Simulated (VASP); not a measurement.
Runs of VASP 6.6.1 on AlN. The structure is that of space group P6_3/mmc (No. 194), or close to it. The cells are those of the table. 

```tsv
task	level	cell	k mesh	cutoff (eV)	gap on the mesh (eV)	pressure (GPa)	largest force (eV/Å)
single point	PBE	a = 3.312, b = 3.312, c = 4.188 Å, angles 90.0, 90.0, 120.0°, 4 atoms	9 × 9 × 6	520	3.26	0.2	(b)
single point	PBE	a = 3.383, b = 3.383, c = 4.152 Å, angles 90.0, 90.0, 120.0°, 4 atoms	9 × 9 × 6	520	(d)	-5.1	1.68
relaxation of shape and atoms at fixed volume	PBE	relaxed from a = 3.253, b = 3.253, c = 4.086 Å, angles 90.0, 90.0, 120.0°, 4 atoms	9 × 9 × 6	600	3.75	13.8	-
single point	PBE	a = 3.314, b = 3.314, c = 4.187 Å, angles 90.0, 90.0, 120.0°, 4 atoms	12 × 12 × 6	520	3.26	-0.3	-
relaxation of shape and atoms at fixed volume	PBE	relaxed from a = 3.281, b = 3.281, c = 4.145 Å, angles 90.0, 90.0, 120.0°, 4 atoms	9 × 9 × 6	600	3.50	6.2	-
single point	PBE	a = 3.287, b = 3.179, c = 3.995 Å, angles 90.0, 90.1, 118.9°, 4 atoms	9 × 9 × 6	520	3.93	(c)	1.17
single point	r2SCAN	a = 3.452, b = 3.452, c = 4.365 Å, angles 90.0, 90.0, 120.0°, 4 atoms	9 × 9 × 6	520	2.88	-25.5	-
relaxation of cell and atoms	PBE	relaxed from a = 3.312, b = 3.312, c = 4.188 Å, angles 90.0, 90.0, 120.0°, 4 atoms	12 × 12 × 6	600	3.28	0.1	-
relaxation of shape and atoms at fixed volume	PBE	relaxed from a = 3.371, b = 3.371, c = 4.290 Å, angles 90.0, 90.0, 120.0°, 4 atoms	9 × 9 × 6	600	2.76	-10.5	-
relaxation of shape and atoms at fixed volume	PBE	relaxed from a = 3.401, b = 3.401, c = 4.374 Å, angles 90.0, 90.0, 120.0°, 4 atoms	9 × 9 × 6	600	(a)	-15.2	-
relaxation of shape and atoms at fixed volume	PBE	relaxed from a = 3.347, b = 3.347, c = 4.228 Å, angles 90.0, 90.0, 120.0°, 4 atoms	9 × 9 × 6	600	3.01	-5.9	-
```

Alike in all rows: potentials or basis VASP PAW PBE potentials, release 64 (Al, N); no spin polarisation; smearing gaussian 0.02 eV.

Fill in the values left out.

(a) 2.40; (b) 0.79; (c) 20.3; (d) 3.25.

Caveats: forces of over 1 eV/Å act on the atoms, so gaps and moduli don't describe the material at rest (some runs); the PAW data sets were made with another functional, which shifts forces and pressure a little (some runs).

A k mesh can miss the band edges.
